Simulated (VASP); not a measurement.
**Al7P8C (a cell with a defect): single point with PBE**

The system is Al7P8C (a cell with a defect).

```
Al P C
1.0
    10.94000    0.00000    0.00000
     0.00000    5.47000    0.00000
     0.00000    0.00000    5.47000
Al P C
7 8 1
Direct
  0.00167 0.01526 0.00801
  0.49687 0.96180 0.99949
  0.24576 0.49764 0.97935
  0.74206 0.51338 0.96739
  0.24276 0.00812 0.48232
  0.75421 0.00295 0.49677
  0.00027 0.50427 0.48324
  0.11160 0.25612 0.23865
  0.63062 0.24494 0.25852
  0.38618 0.73613 0.25197
  0.86882 0.73584 0.26018
  0.37149 0.24469 0.78456
  0.86778 0.27467 0.75729
  0.11814 0.74689 0.74669
  0.63463 0.74358 0.72410
  0.49556 0.50521 0.49671
```

```
Program                : VASP 6.6.1
Task                   : single point
Functional             : PBE
Potentials or basis    : VASP PAW PBE potentials, release 64 (Al, P, C)
Cutoff                 : 520 eV
k mesh                 : 2 × 2 × 2, shifted
Occupations            : fermi-dirac, width 0.05 eV
Spin                   : no spin polarisation
Dipole correction      : no
Charge                 : 1
Further INCAR settings : LREAL = Auto; ALGO = Normal; EDIFF = 1e-06; NBANDS = 46; NELECT = 64.0
```

| Item | Value |
| --- | --- |
| Largest force | 3.907 eV/Å |

Forces on the atoms (eV/Å):
```
Al  -1.995 -1.484 -1.102
Al   1.982  1.428 -0.510
Al  -0.432  0.788  1.411
Al   0.453 -0.784  2.756
Al   0.587 -0.232  0.741
Al   0.679  0.545  0.265
Al  -0.740 -0.106  1.203
P    2.302  0.415  0.427
P   -2.124  1.358 -0.512
P   -0.827 -1.971  2.252
P    0.016  1.111 -1.669
P    1.009 -0.249 -2.927
P    1.376 -1.740 -0.710
P    0.517  0.883 -0.183
P   -3.711  0.095 -1.218
C    0.908 -0.058 -0.225
```

Levels at points of the mesh, in eV from the Fermi level:
| k point | band 28 | band 29 | band 30 | band 31 | band 32 | band 33 | band 34 | band 35 | band 36 | band 37 |
| --- | --- | --- | --- | --- | --- | --- | --- | --- | --- | --- |
| (0.25, 0.25, 0.25) | -1.47 | -1.15 | -1.00 | -0.63 | -0.24 | 0.23 | 1.87 | 2.03 | 2.53 | 2.73 |

Wall time 2.6 min on 1 thread of Oxide Virtual Turin-like Processor, on a shared host, peak memory 0.33 GiB.

Caveat: the k points lie up to 0.57 Å⁻¹ apart; the cell carries a net charge on a neutralising background, which shifts energy and pressure; the cell is charged against a uniform background, so pressure and absolute levels hang on convention.
